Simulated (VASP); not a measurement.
# BN (P6_3/mmc) in VASP: notebook

Runs on BN. Level: LDA. Tasks: single point.

Everything below comes from runs of VASP 6.6.1. Logs are shortened: lines on timing, memory, paths and dates and some standing lists are left out, and cuts for length are marked.

## (1) The cell of the first run

It takes space group P6_3/mmc (No. 194, hexagonal). The conventional cell has a = 2.429 Å, b = 2.429 Å, c = 6.982 Å, α = 90.00°, β = 90.00°, γ = 120.00°. B (site symmetry -6m2) has 3 N at 1.40 Å within 1.9 Å. N (site symmetry -6m2) has 3 B at 1.40 Å within 1.9 Å.

## (2) Single point, LDA (volume 8.916 Å^3 an atom, c/a of the conventional cell 2.8746)

Contents of INCAR:

```
SYSTEM = BN
PREC = Accurate
ENCUT = 520
EDIFF = 1E-7
ISMEAR = 0
SIGMA = 0.05
LREAL = .FALSE.
LASPH = .TRUE.
NELM = 100
ALGO = Normal
ISIF = 2
LWAVE = .FALSE.
LCHARG = .TRUE.
LELF = .TRUE.
LVHAR = .TRUE.
NBANDS = 16
```

Contents of KPOINTS:

```
Automatic mesh
0
G
  12 12 4
  0 0 0
```

Contents of POSCAR:

```
BN
1.0
    2.4287007079      0.0000000000      0.0000000000
   -1.2143503539      2.1033165112      0.0000000000
    0.0000000000      0.0000000000      6.9815430549
B N
2 2
Direct
    0.3333333333      0.6666666667      0.2500000000
    0.6666666667      0.3333333333      0.7500000000
    0.3333333333      0.6666666667      0.7500000000
    0.6666666667      0.3333333333      0.2500000000
```

Potentials or basis: VASP PAW LDA potentials, release 64 (B, N).

Command:

```sh
$ cat potpaw_LDA.64/B/POTCAR potpaw_LDA.64/N/POTCAR > POTCAR
$ mpirun -np 1 vasp_std > vasp.out
```

OUTCAR:

```text
SYSTEM = BN
   PREC = Accurate
   ENCUT = 520
   EDIFF = 1E-7
   ISMEAR = 0
   LREAL = .FALSE.
   LASPH = .TRUE.
   NELM = 100
   ISIF = 2

 ion  position               nearest neighbor table
   1  0.333  0.667  0.250-   4 1.40   4 1.40   4 1.40
   2  0.667  0.333  0.750-   3 1.40   3 1.40   3 1.40
   3  0.333  0.667  0.750-   2 1.40   2 1.40   2 1.40
   4  0.667  0.333  0.250-   1 1.40   1 1.40   1 1.40

  LATTYP: Found a hexagonal cell.
 ALAT       =     2.4287007079
 C/A-ratio  =     2.8746000000

  Lattice vectors:

 A1 = (   2.4287007079,   0.0000000000,   0.0000000000)
 A2 = (  -1.2143503539,   2.1033165112,   0.0000000000)
 A3 = (   0.0000000000,   0.0000000000,   6.9815430549)

Analysis of symmetry for initial positions (statically):
=====================================================================
 Subroutine PRICEL returns:
 Original cell was already a primitive cell.

 Routine SETGRP: Setting up the symmetry group for a
 hexagonal supercell.

 Subroutine GETGRP returns: Found 24 space group operations
 (whereof 12 operations were pure point group operations)
 out of a pool of 24 trial point group operations.

The static configuration has the point symmetry D_3d.
 The point group associated with its full space group is D_6h.

Analysis of symmetry for dynamics (positions and initial velocities):
=====================================================================
 Subroutine PRICEL returns:
 Original cell was already a primitive cell.

 Routine SETGRP: Setting up the symmetry group for a
 hexagonal supercell.

 Subroutine GETGRP returns: Found 24 space group operations
 (whereof 12 operations were pure point group operations)
 out of a pool of 24 trial point group operations.

The dynamic configuration has the point symmetry D_3d.
 The point group associated with its full space group is D_6h.

 Subroutine INISYM returns: Found 24 space group operations
 (whereof 12 operations are pure point group operations),
 and found     1 'primitive' translations

----------------------------------------------------------------------------------------

                                     Primitive cell

  volume of cell :      35.6640

  direct lattice vectors                    reciprocal lattice vectors
     2.428700708  0.000000000  0.000000000     0.411742788  0.237719809  0.000000000
    -1.214350354  2.103316511  0.000000000     0.000000000  0.475439619  0.000000000
     0.000000000  0.000000000  6.981543055     0.000000000  0.000000000  0.143234811

  length of vectors
     2.428700708  2.428700708  6.981543055     0.475439619  0.475439619  0.143234811

  position of ions in fractional coordinates (direct lattice)
     0.333333333  0.666666667  0.250000000
     0.666666667  0.333333333  0.750000000
     0.333333333  0.666666667  0.750000000
     0.666666667  0.333333333  0.250000000

  ion indices of the primitive-cell ions
   primitive index   ion index
                 1           1
                 2           2
                 3           3
                 4           4

----------------------------------------------------------------------------------------

 KPOINTS: Automatic mesh

Automatic generation of k-mesh.
 Grid dimensions read from file:
 generate k-points for:   12   12    4

 Generating k-lattice:

  Cartesian coordinates                     Fractional coordinates (reciprocal lattice)
     0.034311899  0.019809984  0.000000000     0.083333333 -0.000000000  0.000000000
     0.000000000  0.039619968  0.000000000     0.000000000  0.083333333  0.000000000
     0.000000000  0.000000000  0.035808703     0.000000000  0.000000000  0.250000000

  Length of vectors
     0.039619968  0.039619968  0.035808703

  Shift w.r.t. Gamma in fractional coordinates (k-lattice)
     0.000000000  0.000000000  0.000000000

 Subroutine IBZKPT returns following result:
 ===========================================

 Found     57 irreducible k-points:

 Following reciprocal coordinates:
            Coordinates               Weight
  0.000000  0.000000  0.000000      1.000000
  0.083333 -0.000000  0.000000      6.000000
  0.166667  0.000000  0.000000      6.000000
  0.250000 -0.000000  0.000000      6.000000
  0.333333 -0.000000  0.000000      6.000000
  0.416667  0.000000  0.000000      6.000000
[... 16 lines left out ...]
  0.250000 -0.000000  0.250000     12.000000
  0.333333 -0.000000  0.250000     12.000000
 [... further k-points ...]
   k-points           NKPTS =     57   k-points in BZ     NKDIM =     57   number of bands    NBANDS=     16
   number of dos      NEDOS =    301   number of ions     NIONS =      4
   total plane-waves  NPLWV =  17496
   dimension x,y,z NGX =    18 NGY =   18 NGZ =   54
   dimension x,y,z NGXF=    36 NGYF=   36 NGZF=  108
   ions per type =               2   2
   NGX,Y,Z   is equivalent  to a cutoff of  12.32, 12.32, 12.86 a.u.
   NGXF,Y,Z  is equivalent  to a cutoff of  24.64, 24.64, 25.72 a.u.
 SYSTEM =  BN
   PREC   = accura    normal or accurate (medium, high low for compatibility)
   ISTART =      0    job   : 0-new  1-cont  2-samecut
   ICHARG =      2    charge: 1-file 2-atom 10-const
   ISPIN  =      1    spin polarized calculation?
   LNONCOLLINEAR =      F non collinear calculations
   LSORBIT =      F    spin-orbit coupling
   LASPH  =      T    aspherical Exc in radial PAW
   ENCUT  =  520.0 eV  38.22 Ry    6.18 a.u.   4.52  4.52 12.98*2*pi/ulx,y,z
   NELM   =    100;   NELMIN=  2; NELMDL= -5     # of ELM steps
   EDIFF  = 0.1E-06   stopping-criterion for ELM
   LREAL  =      F    real-space projection
   EDIFFG = 0.1E-05   stopping-criterion for IOM
   NSW    =      0    number of steps for IOM
   IBRION =     -1    ionic relax: 0-MD 1-quasi-New 2-CG
   NFREE  =      0    steps in history (QN), initial steepest desc. (CG)
   ISIF   =      2    stress and relaxation
   ISYM   =      2    0-nonsym 1-usesym 2-fastsym
   POTIM  = 0.5000    time-step for ionic-motion
   TEBEG  =    0.0;   TEEND  =   0.0 temperature during run
   PSTRESS=    0.0 pullay stress
   NELECT =      16.0000    total number of electrons
   NUPDOWN=      -1.0000    fix difference up-down
   EMIN   =  10.00;   EMAX   =-10.00  energy-range for DOS
   EFERMI =   0.00;   METHOD = LEGACY
   ISMEAR =     0;   SIGMA  =   0.05  broadening in eV -4-tet -1-fermi 0-gaus
   EFERMI_NEDOS =   21; number of points for ismear=-14 and -15
   IALGO  =     38    algorithm
   IMIX   =      4    mixing-type and parameters
     AMIX     =   0.40;   BMIX     =  1.00
     AMIX_MAG =   1.60;   BMIX_MAG =  1.00
  volume/ion in A,a.u.               =       8.92        60.17
  Fermi-wavevector in a.u.,A,eV,Ry     =   1.253251  2.368301 21.369836  1.570639
  Thomas-Fermi vector in A             =   2.387113
   LORBIT       =      0    0 simple, 1 ext, 2 COOP (PROOUT), +10 PAW based schemes
   GGA     = CA    functional components
   LHFCALC =     F    Hartree Fock is set to
   AEXX    =    0.0000 exact exchange contribution
   IVDW    =     0    specifies the selected vdW correction
   LEPSILON=     F    determine dielectric tensor
   LRPA    =     F    only Hartree local field effects (RPA)
 non-spin polarized calculation
 Gauss-broadening in eV      SIGMA  =   0.05
  energy-cutoff  :      520.00
  volume of cell :       35.66
 maximum number of plane-waves:       991
   NGX =  9   NGY =  9   NGZ = 25

 number of electron      15.9999998 magnetization

 Free energy of the ion-electron system (eV)
  ---------------------------------------------------
  ext. energy  EPLUGINS =         0.00000000
  ---------------------------------------------------
  free energy    TOTEN  =       -38.40511567 eV

  energy without entropy =      -38.40511567  energy(sigma->0) =      -38.40511567

 E-fermi :   2.3942     XC(G=0): -10.3898

 val. band max:        2.1455567825   @ k =   0.3333   0.3333   0.5000
 cond. band min:       6.4403666461   @ k =   0.5000  -0.0000   0.0000
 fundamental gap:      4.2948098635
 Fermi energy:         2.3942333781

 k-point     1 :       0.0000    0.0000    0.0000
  band No.  band energies     occupation
      1     -15.9526      2.00000
      2     -15.7456      2.00000
      3      -4.4536      2.00000
      4      -2.7766      2.00000
      5       0.9118      2.00000
      6       0.9118      2.00000
[... 8 lines left out ...]
     15      15.4372      0.00000
     16      15.9972      0.00000

 k-point     2 :       0.0833   -0.0000    0.0000
  band No.  band energies     occupation
      1     -15.8083      2.00000
      2     -15.6049      2.00000
      3      -4.2525      2.00000
      4      -2.5909      2.00000
      5       0.3426      2.00000
      6       0.3555      2.00000
[... 8 lines left out ...]
     15      15.4716      0.00000
     16      15.8134      0.00000

 k-point     3 :       0.1667    0.0000    0.0000
  band No.  band energies     occupation
      1     -15.3823      2.00000
      2     -15.1895      2.00000
      3      -3.6560      2.00000
      4      -2.0433      2.00000
      5      -1.1162      2.00000
      6      -1.1008      2.00000
[... 8 lines left out ...]
     15      16.7909      0.00000
     16      16.8411      0.00000

 k-point     4 :       0.2500   -0.0000    0.0000
  band No.  band energies     occupation
      1     -14.6996      2.00000
      2     -14.5253      2.00000
      3      -2.9926      2.00000
      4      -2.9631      2.00000
      5      -2.6896      2.00000
      6      -1.1695      2.00000
[... 8 lines left out ...]
     15      17.9485      0.00000
     16      19.2366      0.00000
[... 324 lines left out ...]
 k-point    22 :       0.1667    0.0000    0.2500
  band No.  band energies     occupation
      1     -15.3551      2.00000
      2     -15.2189      2.00000
      3      -3.4563      2.00000
      4      -2.3302      2.00000
      5      -1.1107      2.00000
      6      -1.0965      2.00000
[... 8 lines left out ...]
     15      16.7780      0.00000
     16      16.8298      0.00000

 k-point    23 :       0.2500   -0.0000    0.2500
  band No.  band energies     occupation
      1     -14.6750      2.00000
      2     -14.5517      2.00000
      3      -3.0007      2.00000
      4      -2.9724      2.00000
      5      -2.4840      2.00000
      6      -1.4255      2.00000
[... 8 lines left out ...]
     15      19.2475      0.00000
     16      19.3042      0.00000

 k-point    24 :       0.3333   -0.0000    0.2500
  band No.  band energies     occupation
      1     -13.8042      2.00000
      2     -13.7012      2.00000
      3      -4.8831      2.00000
      4      -4.8508      2.00000
      5      -1.5462      2.00000
      6      -1.5229      2.00000
[... 8 lines left out ...]
     15      19.3433      0.00000
     16      21.1991      0.00000

 [... further k-points ...]

------------------------ aborting loop because EDIFF is reached ----------------------------------------

  FORCE on cell =-STRESS in cart. coord.  units (eV):
  Direction    XX          YY          ZZ          XY          YZ          ZX
  --------------------------------------------------------------------------------------
  -------------------------------------------------------------------------------------
  Total        6.5669495      6.5669495     -0.3165674      0.0000000      0.0000000      0.0000000
  in kB      295.0150760    295.0150760    -14.2215415      0.0000000      0.0000000      0.0000000
  external PRESSURE =     191.9362035 kB  Pullay stress =       0.0000000 kB

 VOLUME and BASIS-vectors are now :
 -----------------------------------------------------------------------------
  energy-cutoff  :      520.00
  volume of cell :       35.66
      direct lattice vectors                 reciprocal lattice vectors
     2.428700708  0.000000000  0.000000000     0.411742788  0.237719809  0.000000000
    -1.214350354  2.103316511  0.000000000     0.000000000  0.475439619  0.000000000
     0.000000000  0.000000000  6.981543055     0.000000000  0.000000000  0.143234811

 POSITION                                       TOTAL-FORCE (eV/Angst)
 -----------------------------------------------------------------------------------
     -0.00000      1.40221      1.74539        -0.000000     -0.000000      0.000000
      1.21435      0.70111      5.23616        -0.000000      0.000000      0.000000
     -0.00000      1.40221      5.23616         0.000000     -0.000000      0.000000
      1.21435      0.70111      1.74539         0.000000      0.000000      0.000000
 -----------------------------------------------------------------------------------
    total drift:                               -0.000000      0.000000      0.000000

  FREE ENERGIE OF THE ION-ELECTRON SYSTEM (eV)
  ---------------------------------------------------
  free  energy   TOTEN  =       -38.4051156739 eV

  energy  without entropy=      -38.4051156739  energy(sigma->0) =      -38.40511567
```

Run time: 36 s. Hardware: 1 thread of Intel Xeon 8259CL, shared host; peak memory 0.14 GiB.

What came out:

```yaml
Free_energy: -38.4051 eV
Pressure: 19.2 GPa
Band_gap_on_the_k_mesh: 4.29 eV, indirect (least direct gap 4.73 eV)
```

Stress tensor (GPa, compression positive):
```
29.50  0.00  0.00
 0.00 29.50  0.00
 0.00  0.00 -1.42
```

## (3) Single point, LDA (volume 8.916 Å^3 an atom, c/a of the conventional cell 2.7393)

Contents of INCAR:

```
PREC = Accurate ; ENCUT = 520
EDIFF = 1E-6 ; ISMEAR = 0
SIGMA = 0.05 ; LREAL = False
LASPH = True ; NELM = 60
ALGO = Normal ; ISIF = 2
LWAVE = False ; LCHARG = False
GGA = CA ; NBANDS = 16
```

Contents of KPOINTS:

```
regular mesh
0
Gamma
  12 12 4
```

Contents of POSCAR:

```
BN
1.0
    2.4680461368      0.0000000000      0.0000000000
   -1.2340230684      2.1373906521      0.0000000000
    0.0000000000      0.0000000000      6.7607187824
B N
2 2
Direct
    0.3333333333      0.6666666667      0.2500000000
    0.6666666667      0.3333333333      0.7500000000
    0.3333333333      0.6666666667      0.7500000000
    0.6666666667      0.3333333333      0.2500000000
```

Potentials or basis: VASP PAW LDA potentials, release 64 (B, N).

Command:

```sh
$ cat potpaw_LDA.64/B/POTCAR potpaw_LDA.64/N/POTCAR > POTCAR
$ mpirun -np 1 vasp_std > vasp.out
```

Run time: 29 s. Hardware: 1 thread of Intel Xeon 8259CL, shared host; peak memory 0.14 GiB.

The run converged. Its results:

| Property | Result |
| --- | --- |
| Free energy | -38.5552 eV |
| Pressure | 6.5 GPa |
| Band gap on the k mesh | 4.17 eV, indirect (least direct gap 4.61 eV) |

Stress tensor (GPa, compression positive):
```
10.25  0.00  0.00
 0.00 10.25  0.00
 0.00  0.00 -1.06
```

Levels at points of the mesh, in eV from the valence-band top:
```csv
k point,band 6,band 7,band 8,band 9,band 10,band 11
"(0.00, 0.00, 0.00)",-1.29,-1.26,-1.26,4.79,9.91,11.80
"(0.50, 0.00, 0.00)",-4.17,-1.46,-0.52,4.17,5.53,9.83
"(0.00, 0.00, 0.50)",-1.28,-1.28,-1.28,7.14,7.14,11.85
"(0.50, 0.00, 0.50)",-4.20,-0.98,-0.98,4.64,4.64,10.33
```

 A k mesh can miss the band edges.
